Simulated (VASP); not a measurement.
Input of a VASP 6.6.1 run:

The input POSCAR:

```
MoH2
1.0
    0.0000000000      2.1972577870      2.1972577870
    2.1972577870      0.0000000000      2.1972577870
    2.1972577870      2.1972577870      0.0000000000
Mo H
1 2
Direct
    0.0000000000      0.0000000000      0.0000000000
    0.2500000000      0.2500000000      0.2500000000
    0.7500000000      0.7500000000      0.7500000000
```

File INCAR.step1:

```
ALGO     = Normal         # electronic algorithm
EDIFF    = 1E-4           # SCF threshold, eV
ENCUT    = 520            # plane-wave cutoff, eV
GGA      = PE             # functional
ISMEAR   = 0              # smearing method
LASPH    = True           # aspherical terms in the spheres
LCHARG   = False          # write CHGCAR
LREAL    = False          # projectors in reciprocal space
LWAVE    = True           # write WAVECAR
NBANDS   = 15             # bands
NELM     = 80             # most SCF steps
PREC     = Accurate       # precision mode
SIGMA    = 0.1            # smearing width, eV
```

INCAR.step2

```
ALGO     = Normal         # electronic algorithm
EDIFF    = 1E-6           # SCF threshold, eV
ENCUT    = 520            # plane-wave cutoff, eV
ISIF     = 2              # what is computed and relaxed
ISMEAR   = 0              # smearing method
ISTART   = 1            
LASPH    = True           # aspherical terms in the spheres
LCHARG   = False          # write CHGCAR
LMIXTAU  = True         
LREAL    = False          # projectors in reciprocal space
LWAVE    = False          # write WAVECAR
METAGGA  = R2SCAN         # meta-GGA
NBANDS   = 15             # bands
NELM     = 80             # most SCF steps
PREC     = Accurate       # precision mode
SIGMA    = 0.1            # smearing width, eV
```

File KPOINTS:

```
k-points
0
Gamma
  8 8 8
```

Potentials or basis: VASP PAW PBE potentials, release 64 (Mo_sv, H).

Run with:

```bash
$ cat potpaw_PBE.64/Mo_sv/POTCAR potpaw_PBE.64/H/POTCAR > POTCAR
$ cp INCAR.step1 INCAR
$ mpirun -np 1 vasp_std > vasp.out
$ cp INCAR.step2 INCAR
$ mpirun -np 1 vasp_std > vasp.out
```

Problem. What does it give for the pressure?

Solution. 0.3 GPa.

Problem. Estimate the band gap on the k mesh.

Solution. Zero (band 8 reaches 12.22 eV, above the bottom of band 9 at 9.21 eV).

Caveat: the PAW data sets were made with another functional, which shifts forces and pressure a little.
